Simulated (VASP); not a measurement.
# BaTiO3 (R3m) in VASP: settings compared, part 2 of 2

VASP 6.6.1.

## 3. Single point, r2SCAN (strain +3.8%)

File POSCAR:

```
BaTiO3
1.0
    2.9487702473      1.7024732960      2.4206441016
   -2.9487702473      1.7024732960      2.4206441016
    0.0000000000     -3.4049465921      2.4206441016
Ba Ti O
1 1 3
Direct
   -0.0111179424     -0.0111179424     -0.0111179424
    0.4716041354      0.4716041354      0.4716041354
    0.5122223179      0.5122223179      0.0342691711
    0.0342691711      0.5122223179      0.5122223179
    0.5122223179      0.0342691711      0.5122223179
```

File INCAR.step1:

```
PREC     = Accurate       # precision mode
ENCUT    = 520            # plane-wave cutoff, eV
ISMEAR   = 0              # smearing method
SIGMA    = 0.01           # smearing width, eV
LREAL    = False          # projectors in reciprocal space
LASPH    = True           # aspherical terms in the spheres
NELM     = 100            # most SCF steps
NBANDS   = 28             # bands
GGA      = PE             # functional
ALGO     = Normal         # electronic algorithm
EDIFF    = 1E-4           # SCF threshold, eV
LWAVE    = True           # write WAVECAR
LCHARG   = False          # write CHGCAR
```

File INCAR.step2:

```
PREC     = Accurate       # precision mode
ENCUT    = 520            # plane-wave cutoff, eV
EDIFF    = 1E-7           # SCF threshold, eV
ISMEAR   = 0              # smearing method
SIGMA    = 0.01           # smearing width, eV
LREAL    = False          # projectors in reciprocal space
LASPH    = True           # aspherical terms in the spheres
NELM     = 100            # most SCF steps
ALGO     = Normal         # electronic algorithm
ISIF     = 2              # what is computed and relaxed
LWAVE    = False          # write WAVECAR
LCHARG   = False          # write CHGCAR
METAGGA  = R2SCAN         # meta-GGA
LMIXTAU  = True         
NBANDS   = 28             # bands
ISTART   = 1
```

File KPOINTS:

```
regular mesh
0
Gamma
  6 6 6
```

Potentials or basis: VASP PAW PBE potentials, release 64 (Ba_sv, Ti_sv, O).

On the command line:

```console
> cat potpaw_PBE.64/Ba_sv/POTCAR potpaw_PBE.64/Ti_sv/POTCAR potpaw_PBE.64/O/POTCAR > POTCAR
> cp INCAR.step1 INCAR
> mpirun -np 1 vasp_std > vasp.out
> cp INCAR.step2 INCAR
> mpirun -np 1 vasp_std > vasp.out
```

OUTCAR:

```text
PREC = Accurate
   ENCUT = 520
   EDIFF = 1E-7
   ISMEAR = 0
   LREAL = False
   LASPH = True
   NELM = 100
   ISIF = 2
   METAGGA = R2SCAN
   ISTART = 1

 ion  position               nearest neighbor table
   1  0.989  0.989  0.989-   3 2.83   4 2.83   5 2.83   4 2.96   5 2.96   5 2.96   4 2.96   3 2.96
                             3 2.96   3 3.10   4 3.10   5 3.10   2 3.51   2 3.57   2 3.57   2 3.57
   2  0.472  0.472  0.472-   4 1.84   5 1.84   3 1.84   5 2.36   4 2.36   3 2.36   1 3.51   1 3.57
                             1 3.57   1 3.57   1 3.66   1 3.66   1 3.66   1 3.76
[... 952 lines left out ...]
  -------------------------------------------------------------------------------------
  Total       -3.7385947     -3.7385947     -2.8893310      0.0000000      0.0000000      0.0000000
  in kB      -82.1515057    -82.1515057    -63.4898715      0.0000000      0.0000000      0.0000000
  external PRESSURE =     -75.9309610 kB  Pullay stress =       0.0000000 kB

 VOLUME and BASIS-vectors are now :
 -----------------------------------------------------------------------------
  energy-cutoff  :      520.00
  volume of cell :       72.91
      direct lattice vectors                 reciprocal lattice vectors
     2.948770247  1.702473296  2.420644102     0.169562210  0.097896788  0.137704396
    -2.948770247  1.702473296  2.420644102    -0.169562210  0.097896788  0.137704396
     0.000000000 -3.404946592  2.420644102     0.000000000 -0.195793575  0.137704396

 POSITION                                       TOTAL-FORCE (eV/Angst)
 -----------------------------------------------------------------------------------
      0.00000     -0.00000      7.18119         0.000000     -0.000000      0.041852
      0.00000     -0.00000      3.42476         0.000000     -0.000000      0.229364
      0.00000      1.62740      2.56277         0.000000      0.108400     -0.090405
     -1.40937     -0.81370      2.56277        -0.093877     -0.054200     -0.090405
      1.40937     -0.81370      2.56277         0.093877     -0.054200     -0.090405
 -----------------------------------------------------------------------------------
    total drift:                               -0.000000     -0.000000      0.007947

  FREE ENERGIE OF THE ION-ELECTRON SYSTEM (eV)
  ---------------------------------------------------
  free  energy   TOTEN  =       -74.0640725296 eV

  energy  without entropy=      -74.0640725296  energy(sigma->0) =      -74.06407253
```

OUTCAR.step1:

```text
PREC = Accurate
   ENCUT = 520
   ISMEAR = 0
   LREAL = False
   LASPH = True
[... 978 lines left out ...]
      0.00000     -0.00000      3.42476         0.000000     -0.000000      0.212134
      0.00000      1.62740      2.56277         0.000000      0.178949     -0.077993
     -1.40937     -0.81370      2.56277        -0.154975     -0.089475     -0.077993
      1.40937     -0.81370      2.56277         0.154975     -0.089475     -0.077993
 -----------------------------------------------------------------------------------
    total drift:                               -0.000000     -0.000000      0.001799

  FREE ENERGIE OF THE ION-ELECTRON SYSTEM (eV)
  ---------------------------------------------------
  free  energy   TOTEN  =       -39.9615573146 eV

  energy  without entropy=      -39.9615573146  energy(sigma->0) =      -39.96155731
```

OSZICAR.step1:

```text
N       E                     dE             d eps       ncg     rms          rms(c)
DAV:   1     0.438693174474E+03    0.43869E+03   -0.20679E+04  1792   0.152E+03
DAV:   2    -0.153063161235E+01   -0.44022E+03   -0.41861E+03  2068   0.421E+02
DAV:   3    -0.481624674364E+02   -0.46632E+02   -0.46283E+02  2512   0.135E+02
DAV:   4    -0.502785716302E+02   -0.21161E+01   -0.21106E+01  2724   0.252E+01
DAV:   5    -0.503489025155E+02   -0.70331E-01   -0.70321E-01  2472   0.339E+00    0.235E+01
DAV:   6    -0.404560841694E+02    0.98928E+01   -0.58506E+01  2800   0.677E+01    0.113E+01
DAV:   7    -0.402640834493E+02    0.19200E+00   -0.16216E+01  2520   0.305E+01    0.758E+00
DAV:   8    -0.400012830758E+02    0.26280E+00   -0.66496E-01  2168   0.745E+00    0.425E+00
DAV:   9    -0.400111522352E+02   -0.98692E-02   -0.70359E-01  2672   0.792E+00    0.217E+00
DAV:  10    -0.399657274466E+02    0.45425E-01   -0.26525E-01  2260   0.472E+00    0.575E-01
DAV:  11    -0.399639867151E+02    0.17407E-02   -0.37742E-02  2184   0.113E+00    0.442E-01
DAV:  12    -0.399618096674E+02    0.21770E-02   -0.15545E-02  2652   0.104E+00    0.146E-01
DAV:  13    -0.399615435882E+02    0.26608E-03   -0.12764E-03  2280   0.349E-01    0.199E-02
DAV:  14    -0.399615573146E+02   -0.13726E-04   -0.78457E-05  1408   0.628E-02
   1 F= -.39961557E+02 E0= -.39961557E+02  d E =0.000000E+00
```

Run time: 4 min. Hardware: 1 thread of Intel Xeon 8259CL, shared host; peak memory 0.23 GiB.

What came out:

| Item | Value |
| --- | --- |
| Free energy | -74.0641 eV |
| Pressure | -7.6 GPa |
| Largest force | 0.229 eV/Å |
| Band gap on the k mesh | 3.34 eV (least direct gap 3.96 eV) |

Forces in eV/Å, atoms in the order of the input:
```
Ba   0.000  0.000  0.042
Ti   0.000  0.000  0.229
O    0.000  0.108 -0.090
O   -0.094 -0.054 -0.090
O    0.094 -0.054 -0.090
```

Caveat: the cell differs from its parent crystal (strain +3.8%); the cell stands under tension; the PAW data sets were made with another functional, which shifts forces and pressure a little; spin-orbit coupling is left out, which moves the levels of the heavy elements. A k mesh can miss the band edges.
